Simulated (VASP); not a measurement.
Here is a VASP 6.6.1 calculation.

File INCAR:

```
SYSTEM = Al
PREC     = Accurate       ! precision mode
ENCUT    = 520            ! plane-wave cutoff, eV
EDIFF    = 1E-6           ! SCF threshold, eV
ISMEAR   = -1             ! smearing method
SIGMA    = 0.05           ! smearing width, eV
LREAL    = .FALSE.        ! projectors in reciprocal space
LASPH    = .TRUE.         ! aspherical terms in the spheres
NELM     = 60             ! most SCF steps
ALGO     = Normal         ! electronic algorithm
ISIF     = 2              ! what is computed and relaxed
LWAVE    = .FALSE.        ! write WAVECAR
LCHARG   = .FALSE.        ! write CHGCAR
GGA      = PE             ! functional
IVDW     = 13             ! dispersion correction
NBANDS   = 8              ! bands
```

File KPOINTS:

```
Automatic mesh
0
G
  11 11 11
  0 0 0
```

POSCAR

```
Al
1.0
    0.0000000000      2.0248050000      2.0248050000
    2.0248050000      0.0000000000      2.0248050000
    2.0248050000      2.0248050000      0.0000000000
Al
1
Direct
    0.0000000000      0.0000000000      0.0000000000
```

Potentials or basis: VASP PAW PBE potentials, release 64 (Al).

Run with:

```bash
$ cat potpaw_PBE.64/Al/POTCAR > POTCAR
$ mpirun -np 1 vasp_std > vasp.out
```

Question: What does it give for the pressure?

Answer: -3.6 GPa.

Question: What does it give for the dispersion energy per atom?

Answer: -0.342 eV.

Caveat: pairwise dispersion overbinds metals, which lowers pressure and volume.
